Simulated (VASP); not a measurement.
Here is a VASP 6.6.1 calculation.

INCAR

```
SYSTEM = Yb
  PREC = Accurate
  ENCUT = 520
  EDIFF = 1E-7
  ISMEAR = -1
  SIGMA = 0.1
  LREAL = .FALSE.
  LASPH = .TRUE.
  NELM = 100
  ALGO = Normal
  ISIF = 2
  LWAVE = .FALSE.
  LCHARG = .FALSE.
  GGA = RE
  NBANDS = 18
```

Contents of KPOINTS:

```
Automatic mesh
0
G
  12 12 12
  0 0 0
```

File POSCAR:

```
Yb
1.0
   -2.0969707508      2.0969707508      2.0969707508
    2.0969707508     -2.0969707508      2.0969707508
    2.0969707508      2.0969707508     -2.0969707508
Yb
1
Direct
    0.0000000000      0.0000000000      0.0000000000
```

Potentials or basis: VASP PAW PBE potentials, release 64 (Yb).

The run is started by

```bash
$ cat potpaw_PBE.64/Yb/POTCAR > POTCAR
$ mpirun -np 1 vasp_std > vasp.out
```

**Question.** What does it give for the pressure?

**Answer.** -0.3 GPa.

**Question.** Estimate the band gap on the k mesh.

**Answer.** Zero (band 12 reaches 1.95 eV, above the bottom of band 13 at 1.16 eV).

Caveat: the PAW data sets were made with another functional, which shifts forces and pressure a little; spin-orbit coupling is left out, which moves the levels of the heavy elements. Spin polarisation is off, so any magnetic state and its effect on volume and gap are missing.
